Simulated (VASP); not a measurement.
# MgS: single point with r2SCAN

MgS:

```xyz
4
Lattice="4.0287 0.0000 0.0000 -2.0143 3.4889 0.0000 0.0000 0.0000 6.4552" Properties=species:S:1:pos:R:3 pbc="T T T"
Mg    0.0000    2.3260   -0.0182
Mg    2.0143    1.1630    3.2094
S     0.0000    2.3260    2.4389
S     2.0143    1.1630    5.6665
```

| Property | Result |
| --- | --- |
| Program | VASP 6.6.1 |
| Task | single point |
| Functional | r2SCAN |
| Potentials or basis | VASP PAW PBE potentials, release 64 (Mg, S) |
| Cutoff | 520 eV |
| k mesh | 6 × 6 × 4 |
| Occupations | gaussian, width 0.02 eV |
| Spin | no spin polarisation |
| Dipole correction | no |
| Further INCAR settings | ALGO = Normal; EDIFF = 1e-07; NBANDS = 16 |

| Quantity | Value |
| --- | --- |
| Pressure | -0.3 GPa |
| Band gap on the k mesh | 4.13 eV, direct |

Levels at points of the mesh, in eV from the valence-band top:
```
           k point  band 4  band 5  band 6  band 7  band 8  band 9  band 10  band 11  band 12  band 13
(0.00, 0.00, 0.00)   -0.53   -0.53   -0.12   -0.12    0.00    4.14     5.41     8.14     8.14     8.84
(0.50, 0.00, 0.00)   -2.41   -1.87   -1.22   -0.92   -0.44    5.30     5.70     6.46     8.09     9.00
(0.00, 0.00, 0.50)   -1.89   -0.33   -0.33   -0.33   -0.33    5.61     5.61     8.28     8.28     8.28
(0.50, 0.00, 0.50)   -3.09   -0.86   -0.86   -0.80   -0.80    5.19     5.19     6.93     6.93     9.90
```

It took 71 s on 1 thread of Intel(R) Xeon(R) 6975P-C (Granite Rapids), with other jobs on the host, peak memory 0.21 GiB.

Caveat: the PAW data sets were made with another functional, which shifts forces and pressure a little. r2SCAN opens gaps a little over a GGA but as a rule still falls short of measured ones.
